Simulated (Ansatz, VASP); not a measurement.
**One calculation of Sc, two programs**

```
Sc
1.0
     3.30880    0.00000    0.00000
    -1.65440    2.86550    0.00000
     0.00000    0.00000    5.26800
Sc
2
Direct
  0.33333 0.66667 0.25000
  0.66667 0.33333 0.75000
```

Alike in both runs: task single point; functional PBE; k mesh 13 × 13 × 7; occupations fermi-dirac, width 0.03 eV; non-collinear spin, spin-orbit coupling.

```csv
,VASP,Ansatz
version,VASP 6.6.1,Ansatz 0.2.0
potentials or method,"VASP PAW PBE potentials, release 64 (Sc_sv), cutoff 520 eV",all-electron LAPW
```

```tsv
	VASP	Ansatz	Ansatz less VASP
pressure (GPa)	-0.7	-0.7	-0.02
traceless stress, the component that is largest in VASP (GPa)	-1.13	-1.14	-0.005
```

Ansatz ran all-electron here, and VASP with PAW potentials.
